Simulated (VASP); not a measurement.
A run of VASP 6.6.1:

Contents of POSCAR:

```
GaN
1.0
    3.0752406057      0.0000000000      0.0000000000
   -1.5376203028      2.7566882179      0.0000000000
    0.0000000000      0.0000000000      5.1836251588
Ga N
2 2
Direct
    0.3344562232      0.6689124464      0.0006640770
    0.6655437768      0.3310875536      0.5006640770
    0.3367603276      0.6735206552      0.3743359230
    0.6632396724      0.3264793448      0.8743359230
```

The input INCAR.step1:

```
SYSTEM = GaN
  ALGO = Normal
  EDIFF = 1E-4
  ENCUT = 520
  GGA = PE
  ISMEAR = 0
  LASPH = .True.
  LCHARG = .False.
  LREAL = .False.
  LWAVE = .True.
  NBANDS = 26
  NELM = 60
  PREC = Accurate
  SIGMA = 0.01
```

Contents of INCAR.step2:

```
SYSTEM = GaN
  ALGO = Normal
  EDIFF = 1E-6
  ENCUT = 520
  ISIF = 2
  ISMEAR = 0
  ISTART = 1
  LASPH = .True.
  LCHARG = .False.
  LMIXTAU = .True.
  LREAL = .False.
  LWAVE = .False.
  METAGGA = R2SCAN
  NBANDS = 26
  NELM = 60
  PREC = Accurate
  SIGMA = 0.01
```

Contents of KPOINTS:

```
k-points
0
Gamma
  12 12 6
  0 0 0
```

Potentials or basis: VASP PAW PBE potentials, release 64 (Ga_d, N).

Launch:

```sh
$ cat potpaw_PBE.64/Ga_d/POTCAR potpaw_PBE.64/N/POTCAR > POTCAR
$ cp INCAR.step1 INCAR
$ mpirun -np 1 vasp_std > vasp.out
$ cp INCAR.step2 INCAR
$ mpirun -np 1 vasp_std > vasp.out
```

Hardware: 1 thread of Intel Xeon 8259CL, with other jobs on the host.

Task: How long does it take, and how much memory?

Result: It took 13 min on 1 thread of Intel Xeon 8259CL, with other jobs on the host, peak memory 0.29 GiB. Counts: k points 172.
